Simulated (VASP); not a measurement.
# MgZn7O8 (lda): single point with LDA

The system is MgZn7O8 (lda).

```
Mg Zn O
1.0
     3.25375    0.00000    5.19187
     3.25375    0.00000   -5.19187
    -3.25375    5.63566    0.00000
Mg Zn O
1 7 8
Cartesian
  0.0000 1.8786 0.0000
  -1.6269 4.6964 0.0000
  3.2538 1.8786 0.0000
  1.6269 4.6964 0.0000
  1.6269 0.9393 -2.5959
  1.6269 0.9393 2.5959
  0.0000 3.7571 -2.5959
  0.0000 3.7571 2.5959
  3.2538 1.8786 -2.5959
  3.2538 1.8786 2.5959
  1.6269 4.6964 -2.5959
  1.6269 4.6964 2.5959
  1.6269 0.9393 0.0000
  0.0000 3.7571 0.0000
  4.8806 0.9393 0.0000
  3.2537 3.7571 0.0000
```

```json
{"Program": "VASP 6.6.1", "Task": "single point", "Functional": "LDA", "Potentials or basis": "VASP PAW LDA potentials, release 64 (Mg, Zn, O)", "Cutoff": "600 eV", "k mesh": "4 × 4 × 4", "Occupations": "gaussian, width 0.1 eV", "Spin": "no spin polarisation", "Dipole correction": "no", "Further INCAR settings": "ALGO = Normal; EDIFF = 1e-06; NBANDS = 81"}
```

```
Pressure               : -0.2 GPa
Largest force          : 0.307 eV/Å
Band gap on the k mesh : 1.13 eV, direct
```

Forces on the atoms (eV/Å):
```
Mg   0.000  0.010  0.000
Zn   0.175  0.090  0.000
Zn   0.000 -0.190  0.000
Zn  -0.175  0.090  0.000
Zn   0.000 -0.100  0.000
Zn   0.000 -0.100  0.000
Zn   0.000  0.098  0.004
Zn   0.000  0.098 -0.004
O    0.000  0.008 -0.307
O    0.000  0.008  0.307
O    0.000 -0.009  0.000
O    0.000 -0.009  0.000
O    0.116 -0.043  0.000
O    0.000  0.112  0.000
O   -0.116 -0.043  0.000
O    0.000 -0.023  0.000
```

Stress tensor (GPa, compression positive):
```
 4.19  0.00  0.00
 0.00  4.18  0.00
 0.00  0.00 -8.88
```

Levels at points of the mesh, in eV from the valence-band top:
```
           k point  band 63  band 64  band 65  band 66  band 67  band 68  band 69  band 70  band 71  band 72
(0.00, 0.00, 0.00)    -0.79    -0.40    -0.38     0.00     0.00     1.13     4.94     5.60     5.65     5.78
(0.50, 0.00, 0.00)    -0.90    -0.75    -0.74    -0.72    -0.71     3.79     3.91     5.96     6.02     6.07
(0.50, 0.50, 0.00)    -0.84    -0.30    -0.29    -0.09    -0.09     3.39     3.68     5.70     5.70     5.93
(0.00, 0.00, 0.50)    -0.85    -0.77    -0.70    -0.67    -0.64     3.48     3.59     6.26     6.27     6.31
(0.50, 0.50, 0.50)    -1.04    -1.02    -0.99    -0.99    -0.79     4.74     4.76     4.80     5.08     6.05
```

Run time: 7.3 min on 1 thread of Intel(R) Xeon(R) Platinum 8375C CPU @ 2.90GHz (Ice Lake), with other jobs on the host, peak memory 0.44 GiB.

A hybrid or GW would open this gap; LDA tends to underestimate it.
